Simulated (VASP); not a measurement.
## HfC: single point with HSE06

Crystal: HfC.

```
Hf C
1.0
     0.00000    2.32500    2.32500
     2.32500    0.00000    2.32500
     2.32500    2.32500    0.00000
Hf C
1 1
Direct
  0.50000 0.50000 0.50000
  0.00000 0.00000 0.00000
```

| Property | Result |
| --- | --- |
| Program | VASP 6.6.1 |
| Task | single point |
| Functional | HSE06 |
| Potentials or basis | VASP PAW PBE potentials, release 64 (Hf_pv, C) |
| Cutoff | 520 eV |
| k mesh | 5 × 5 × 5 |
| Occupations | fermi-dirac, width 0.05 eV |
| Spin | no spin polarisation |
| Dipole correction | no |
| Grid for exact exchange (PRECFOCK) | Normal |
| Further INCAR settings | ALGO = Normal; EDIFF = 1e-06; NBANDS = 14 |
| Share of exact exchange | 0.25 |
| Screening parameter | 0.2079 1/Å |

- Pressure: -3.7 GPa
- Band gap on the k mesh: zero (bands 7 and 8 overlap by 1.49 eV)

Levels at points of the mesh, in eV from the Fermi level:
```tsv
k point	band 3	band 4	band 5	band 6	band 7	band 8	band 9	band 10	band 11	band 12
(0.00, 0.00, 0.00)	-31.47	-13.64	1.41	1.41	1.41	2.27	2.27	2.27	4.24	4.24
```

Wall time 5.3 min on 1 thread of Intel(R) Xeon(R) Platinum 8488C (Sapphire Rapids), with other jobs on the host, peak memory 0.25 GiB.

Caveat: the k points lie up to 0.47 Å⁻¹ apart, too coarse for converged energies and pressures of a metal; the PAW data sets were made with another functional, which shifts forces and pressure a little; spin-orbit coupling is left out, which moves the levels of the heavy elements.
